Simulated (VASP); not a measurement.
Set up this calculation in VASP 6.6.1, as the native input.

- Task: single point
- Functional: PBE
- Potentials or basis: VASP PAW PBE potentials, release 64 (Ba_sv, Hf_pv, O)
- Cutoff: 520 eV
- k mesh: 4 × 4 × 4
- Occupations: methfessel-paxton, width 0.001 eV
- Spin: no spin polarisation
- Dipole correction: no
- Further INCAR settings: ALGO = Normal; EDIFF = 1e-06; NBANDS = 27

The structure of BaHfO3 lies in POSCAR:

```
BaHfO3
1.0
    4.1770517754      0.0000000000      0.0000000000
    0.0000000000      4.1770517754      0.0000000000
    0.0000000000      0.0000000000      4.1770487585
Ba Hf O
1 1 3
Direct
    0.5000000000      0.5000000000      0.9979971537
    0.0000000000      0.0000000000      0.4979944541
    0.0000000000      0.5000000000      0.4980131360
    0.5000000000      0.0000000000      0.4980131360
    0.0000000000      0.0000000000      0.9980039101
```

One way to write it, as run:

INCAR

```
SYSTEM = BaHfO3
ALGO = Normal ; EDIFF = 1E-6
ENCUT = 520 ; GGA = PE
ISIF = 2 ; ISMEAR = 1
LASPH = .True. ; LCHARG = .True.
LELF = .True. ; LREAL = .False.
LVHAR = .True. ; LWAVE = .False.
NBANDS = 27 ; NELM = 60
PREC = Accurate ; SIGMA = 0.001
```

KPOINTS

```
k-points
0
Gamma
  4 4 4
  0 0 0
```

Potentials or basis: VASP PAW PBE potentials, release 64 (Ba_sv, Hf_pv, O).

Run with:

```bash
$ cat potpaw_PBE.64/Ba_sv/POTCAR potpaw_PBE.64/Hf_pv/POTCAR potpaw_PBE.64/O/POTCAR > POTCAR
$ mpirun -np 1 vasp_std > vasp.out
```

Results of the run:

```
Pressure               : 2.9 GPa
Band gap on the k mesh : 3.57 eV, indirect (least direct gap 3.79 eV)
```

Caveat: spin-orbit coupling is left out, which moves the levels of the heavy elements.

Run time: 32 s on 1 thread of Intel Xeon 6975P-C, on a shared host, peak memory 0.19 GiB.
